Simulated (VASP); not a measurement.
# Si (P6_3/mmc) in VASP: electric field gradients with r2SCAN

Aim: the electric field gradients of Si with r2SCAN.

Everything below comes from runs of VASP 6.6.1. Logs are shortened: lines on timing, memory, paths and dates and some standing lists are left out, and cuts for length are marked.

## (1) The cell of the first run

Symmetry: P6_3/mmc, No. 194, hexagonal system. Conventional cell: a = 2.836 Å, b = 2.836 Å, c = 4.594 Å, α = 90.00°, β = 90.00°, γ = 120.00°. Within 3.7 Å of Si (site symmetry -6m2) lie 12 Si at 2.82 to 2.84 Å.

## (2) Electric field gradients, r2SCAN

Contents of POSCAR:

```
Si
1.0
    2.8359687699      0.0000000000      0.0000000000
   -1.4179843850      2.4560209991      0.0000000000
    0.0000000000      0.0000000000      4.5942694073
Si
2
Direct
    0.3333333333      0.6666666667      0.2500000000
    0.6666666667      0.3333333333      0.7500000000
```

Contents of INCAR.step1:

```
PREC = Accurate
ENCUT = 520
ISMEAR = -1
SIGMA = 0.05
LREAL = F
LASPH = T
NELM = 80
NBANDS = 11
GGA = PE
ALGO = Normal
EDIFF = 1E-4
LWAVE = T
LCHARG = F
```

Contents of INCAR.step2:

```
PREC = Accurate
ENCUT = 520
EDIFF = 1E-8
ISMEAR = -1
SIGMA = 0.05
LREAL = F
LASPH = T
NELM = 80
ALGO = Normal
ISIF = 2
LWAVE = F
LCHARG = F
METAGGA = R2SCAN
LMIXTAU = T
LEFG = T
NBANDS = 11
ISTART = 1
```

Contents of KPOINTS:

```
regular mesh
0
Gamma
  12 12 7
```

Potentials or basis: VASP PAW PBE potentials, release 64 (Si).

On the command line:

```console
$ cat potpaw_PBE.64/Si/POTCAR > POTCAR
$ cp INCAR.step1 INCAR
$ mpirun -np 1 vasp_std > vasp.out
$ cp INCAR.step2 INCAR
$ mpirun -np 1 vasp_std > vasp.out
```

OUTCAR:

```text
PREC = Accurate
   ENCUT = 520
   EDIFF = 1E-8
   ISMEAR = -1
   LREAL = F
   LASPH = T
   NELM = 80
   ISIF = 2
   METAGGA = R2SCAN
   ISTART = 1

 ion  position               nearest neighbor table
   1  0.333  0.667  0.250-   2 2.82   2 2.82   2 2.82   2 2.82   2 2.82   2 2.82
   2  0.667  0.333  0.750-   1 2.82   1 2.82   1 2.82   1 2.82   1 2.82   1 2.82

  LATTYP: Found a hexagonal cell.
 ALAT       =     2.8359687699
 C/A-ratio  =     1.6200000000

  Lattice vectors:

 A1 = (   2.8359687699,   0.0000000000,   0.0000000000)
 A2 = (  -1.4179843850,   2.4560209991,   0.0000000000)
 A3 = (   0.0000000000,   0.0000000000,   4.5942694073)

Analysis of symmetry for initial positions (statically):
=====================================================================
 Subroutine PRICEL returns:
 Original cell was already a primitive cell.

 Routine SETGRP: Setting up the symmetry group for a
 hexagonal supercell.

 Subroutine GETGRP returns: Found 24 space group operations
 (whereof 12 operations were pure point group operations)
 out of a pool of 24 trial point group operations.

The static configuration has the point symmetry D_3d.
 The point group associated with its full space group is D_6h.

Analysis of symmetry for dynamics (positions and initial velocities):
=====================================================================
 Subroutine PRICEL returns:
 Original cell was already a primitive cell.

 Routine SETGRP: Setting up the symmetry group for a
 hexagonal supercell.

 Subroutine GETGRP returns: Found 24 space group operations
 (whereof 12 operations were pure point group operations)
 out of a pool of 24 trial point group operations.

The dynamic configuration has the point symmetry D_3d.
 The point group associated with its full space group is D_6h.

 Subroutine INISYM returns: Found 24 space group operations
 (whereof 12 operations are pure point group operations),
 and found     1 'primitive' translations

----------------------------------------------------------------------------------------

                                     Primitive cell

  volume of cell :      32.0000

  direct lattice vectors                    reciprocal lattice vectors
     2.835968770  0.000000000  0.000000000     0.352613192  0.203581321  0.000000000
    -1.417984385  2.456020999  0.000000000     0.000000000  0.407162642  0.000000000
     0.000000000  0.000000000  4.594269407     0.000000000  0.000000000  0.217662464

  length of vectors
     2.835968770  2.835968770  4.594269407     0.407162642  0.407162642  0.217662464

  position of ions in fractional coordinates (direct lattice)
     0.333333333  0.666666667  0.250000000
     0.666666667  0.333333333  0.750000000

  ion indices of the primitive-cell ions
   primitive index   ion index
                 1           1
                 2           2

----------------------------------------------------------------------------------------

 KPOINTS: regular mesh

Automatic generation of k-mesh.
 Grid dimensions read from file:
 generate k-points for:   12   12    7

 Generating k-lattice:

  Cartesian coordinates                     Fractional coordinates (reciprocal lattice)
     0.029384433  0.016965110  0.000000000     0.083333333 -0.000000000  0.000000000
     0.000000000  0.033930220  0.000000000     0.000000000  0.083333333  0.000000000
     0.000000000  0.000000000  0.031094638     0.000000000  0.000000000  0.142857143

  Length of vectors
     0.033930220  0.033930220  0.031094638

  Shift w.r.t. Gamma in fractional coordinates (k-lattice)
     0.000000000  0.000000000  0.000000000

 Subroutine IBZKPT returns following result:
 ===========================================

 Found     76 irreducible k-points:

 Following reciprocal coordinates:
            Coordinates               Weight
  0.000000  0.000000  0.000000      1.000000
  0.083333  0.000000  0.000000      6.000000
  0.166667 -0.000000  0.000000      6.000000
  0.250000  0.000000  0.000000      6.000000
  0.333333 -0.000000  0.000000      6.000000
  0.416667  0.000000  0.000000      6.000000
[... 16 lines left out ...]
  0.250000  0.000000  0.142857     12.000000
  0.333333 -0.000000  0.142857     12.000000
 [... further k-points ...]
   k-points           NKPTS =     76   k-points in BZ     NKDIM =     76   number of bands    NBANDS=     11
   number of dos      NEDOS =    301   number of ions     NIONS =      2
   total plane-waves  NPLWV =  20736
   dimension x,y,z NGX =    24 NGY =   24 NGZ =   36
   dimension x,y,z NGXF=    48 NGYF=   48 NGZF=   72
   ions per type =               2
   NGX,Y,Z   is equivalent  to a cutoff of  14.07, 14.07, 13.03 a.u.
   NGXF,Y,Z  is equivalent  to a cutoff of  28.14, 28.14, 26.05 a.u.
 SYSTEM =  unknown system
   PREC   = accura    normal or accurate (medium, high low for compatibility)
   ISTART =      1    job   : 0-new  1-cont  2-samecut
   ICHARG =      0    charge: 1-file 2-atom 10-const
   ISPIN  =      1    spin polarized calculation?
   LNONCOLLINEAR =      F non collinear calculations
   LSORBIT =      F    spin-orbit coupling
   LASPH  =      T    aspherical Exc in radial PAW
   ENCUT  =  520.0 eV  38.22 Ry    6.18 a.u.   5.27  5.27  8.54*2*pi/ulx,y,z
   NELM   =     80;   NELMIN=  2; NELMDL=  0     # of ELM steps
   EDIFF  = 0.1E-07   stopping-criterion for ELM
   LREAL  =      F    real-space projection
   EDIFFG = 0.1E-06   stopping-criterion for IOM
   NSW    =      0    number of steps for IOM
   IBRION =     -1    ionic relax: 0-MD 1-quasi-New 2-CG
   NFREE  =      0    steps in history (QN), initial steepest desc. (CG)
   ISIF   =      2    stress and relaxation
   ISYM   =      2    0-nonsym 1-usesym 2-fastsym
   POTIM  = 0.5000    time-step for ionic-motion
   TEBEG  =    0.0;   TEEND  =   0.0 temperature during run
   PSTRESS=    0.0 pullay stress
   NELECT =       8.0000    total number of electrons
   NUPDOWN=      -1.0000    fix difference up-down
   EMIN   =  10.00;   EMAX   =-10.00  energy-range for DOS
   EFERMI =   0.00;   METHOD = LEGACY
   ISMEAR =    -1;   SIGMA  =   0.05  broadening in eV -4-tet -1-fermi 0-gaus
   EFERMI_NEDOS =   21; number of points for ismear=-14 and -15
   IALGO  =     38    algorithm
   IMIX   =      4    mixing-type and parameters
     AMIX     =   0.40;   BMIX     =  1.00
     AMIX_MAG =   1.60;   BMIX_MAG =  1.00
  volume/ion in A,a.u.               =      16.00       107.97
  Fermi-wavevector in a.u.,A,eV,Ry     =   1.031307  1.948889 14.471090  1.063595
  Thomas-Fermi vector in A             =   2.165449
   LORBIT       =      0    0 simple, 1 ext, 2 COOP (PROOUT), +10 PAW based schemes
   METAGGA = R2SCAN    functional components
   LHFCALC =     F    Hartree Fock is set to
   AEXX    =    0.0000 exact exchange contribution
   IVDW    =     0    specifies the selected vdW correction
   LEPSILON=     F    determine dielectric tensor
   LRPA    =     F    only Hartree local field effects (RPA)
 non-spin polarized calculation
  energy-cutoff  :      520.00
  volume of cell :       32.00
 maximum number of plane-waves:       875
 NGX is ok and might be reduce to    24
   NGX = 11   NGY = 11   NGZ = 17

 number of electron       8.0000000 magnetization

 Free energy of the ion-electron system (eV)
  ---------------------------------------------------
  ext. energy  EPLUGINS =         0.00000000
  ---------------------------------------------------
  free energy    TOTEN  =       -15.97889174 eV

  energy without entropy =      -15.97439304  energy(sigma->0) =      -15.97664239

 E-fermi :   8.8771     XC(G=0): -11.5238

 val. band max:        8.8206048759   @ k =   0.2500   0.1667   0.2857
 cond. band min:       8.9705740973   @ k =   0.3333   0.1667   0.4286
 fundamental gap:      0.1499692214
 Fermi energy:         8.8770643981

 k-point     1 :       0.0000    0.0000    0.0000
  band No.  band energies     occupation
      1      -5.4979      2.00000
      2       1.2836      2.00000
      3       2.1823      2.00000
      4      16.6761      0.00000
      5      16.6761      0.00000
      6      18.3480      0.00000
      7      18.3480      0.00000
      8      19.9487      0.00000
      9      20.8605      0.00000
     10      21.2011      0.00000
     11      22.4284      0.00000

 k-point     2 :       0.0833    0.0000    0.0000
  band No.  band energies     occupation
      1      -5.3203      2.00000
      2       1.4590      2.00000
      3       2.3502      2.00000
      4      14.6310      0.00000
      5      15.6894      0.00000
      6      17.8265      0.00000
      7      19.2085      0.00000
      8      19.6195      0.00000
      9      20.5018      0.00000
     10      21.7381      0.00000
     11      21.8771      0.00000

 k-point     3 :       0.1667   -0.0000    0.0000
  band No.  band energies     occupation
      1      -4.7886      2.00000
      2       1.9834      2.00000
      3       2.8526      2.00000
      4      11.5182      0.00000
      5      14.3899      0.00000
      6      16.5283      0.00000
      7      17.9046      0.00000
      8      18.0855      0.00000
      9      19.1519      0.00000
     10      22.0850      0.00000
     11      22.5940      0.00000

 k-point     4 :       0.2500    0.0000    0.0000
  band No.  band energies     occupation
      1      -3.9060      2.00000
      2       2.8526      2.00000
      3       3.6854      2.00000
      4       8.4667      1.99946
      5      13.3231      0.00000
      6      14.5014      0.00000
      7      15.5854      0.00000
      8      16.0701      0.00000
      9      18.3812      0.00000
     10      21.4986      0.00000
     11      21.7729      0.00000
[... 239 lines left out ...]
 k-point    22 :       0.1667   -0.0000    0.1429
  band No.  band energies     occupation
      1      -4.6396      2.00000
      2       0.4866      2.00000
      3       4.6150      2.00000
      4      11.6501      0.00000
      5      14.5184      0.00000
      6      16.0614      0.00000
      7      16.9201      0.00000
      8      18.5595      0.00000
      9      18.6309      0.00000
     10      20.7752      0.00000
     11      22.4359      0.00000

 k-point    23 :       0.2500    0.0000    0.1429
  band No.  band energies     occupation
      1      -3.7575      2.00000
      2       1.3507      2.00000
      3       5.4473      2.00000
      4       8.6044      1.99147
      5      13.3582      0.00000
      6      13.4532      0.00000
      7      15.8479      0.00000
      8      17.0135      0.00000
      9      17.6673      0.00000
     10      20.3126      0.00000
     11      21.3419      0.00000

 k-point    24 :       0.3333   -0.0000    0.1429
  band No.  band energies     occupation
      1      -2.5312      2.00000
      2       2.5502      2.00000
      3       5.7857      2.00000
      4       6.5894      2.00000
      5      10.7028      0.00000
      6      12.6791      0.00000
      7      14.3768      0.00000
      8      15.3382      0.00000
      9      16.9647      0.00000
     10      20.4603      0.00000
     11      20.9434      0.00000

 [... further k-points ...]
[... 5 lines left out ...]
  --------------------------------------------------------------------------------------
  -------------------------------------------------------------------------------------
  Total       -1.7001357     -1.7001357     -2.4216417      0.0000000      0.0000000      0.0000000
  in kB      -85.1224654    -85.1224654   -121.2468561      0.0000000      0.0000000      0.0000000
  external PRESSURE =     -97.1639290 kB  Pullay stress =       0.0000000 kB

 VOLUME and BASIS-vectors are now :
 -----------------------------------------------------------------------------
  energy-cutoff  :      520.00
  volume of cell :       32.00
      direct lattice vectors                 reciprocal lattice vectors
     2.835968770  0.000000000  0.000000000     0.352613192  0.203581321  0.000000000
    -1.417984385  2.456020999  0.000000000     0.000000000  0.407162642  0.000000000
     0.000000000  0.000000000  4.594269407     0.000000000  0.000000000  0.217662464

 POSITION                                       TOTAL-FORCE (eV/Angst)
 -----------------------------------------------------------------------------------
     -0.00000      1.63735      1.14857        -0.000000     -0.000000      0.000000
      1.41798      0.81867      3.44570         0.000000      0.000000      0.000000
 -----------------------------------------------------------------------------------
    total drift:                               -0.000000      0.000000      0.000000

  FREE ENERGIE OF THE ION-ELECTRON SYSTEM (eV)
  ---------------------------------------------------
  free  energy   TOTEN  =       -15.9788917411 eV

  energy  without entropy=      -15.9743930447  energy(sigma->0) =      -15.97664239

 Electric field gradients (V/A^2)
---------------------------------------------------------------------
 ion       V_xx      V_yy      V_zz      V_xy      V_xz      V_yz
---------------------------------------------------------------------
   1      -0.729    -0.729     1.458     0.000     0.000    -0.000
   2      -0.729    -0.729     1.458     0.000    -0.000     0.000
---------------------------------------------------------------------

 Electric field gradients after diagonalization (V/A^2)
 (convention: |V_zz| > |V_xx| > |V_yy|)
----------------------------------------------------------------------
 ion       V_xx      V_yy      V_zz     asymmetry (V_yy - V_xx)/ V_zz
----------------------------------------------------------------------
   1      -0.729    -0.729     1.458       0.000
   2      -0.729    -0.729     1.458       0.000
----------------------------------------------------------------------

           NMR quadrupolar parameters

 Cq : quadrupolar parameter    Cq=e*Q*V_zz/h
 eta: asymmetry parameters     (V_yy - V_xx)/ V_zz
 Q  : nuclear electric quadrupole moment in mb (millibarn)
----------------------------------------------------------------------
 ion       Cq(MHz)       eta       Q (mb)
----------------------------------------------------------------------
   1       0.004       0.000       1.000
   2       0.004       0.000       1.000
----------------------------------------------------------------------
```

Run time: 43 s. Hardware: 1 thread of Intel Xeon 6975P-C (Granite Rapids), shared host; peak memory 0.16 GiB.

What came out:

```
Free energy            : -15.9789 eV
Pressure               : -9.7 GPa
Band gap on the k mesh : zero (band 4 reaches 16.79 eV, above the bottom of band 5 at 5.12 eV)
```

Electric field gradients, principal values (V/Å²):
| atom | least | middle | greatest (by size) |
| --- | --- | --- | --- |
| 1 Si | -0.729 | -0.729 | 1.458 |
| 2 Si | -0.729 | -0.729 | 1.458 |

Caveat: without QUAD_EFG the Cq values of the log hold for a quadrupole moment of 1 mb, not for the nuclei; the PAW data sets were made with another functional, which shifts forces and pressure a little.
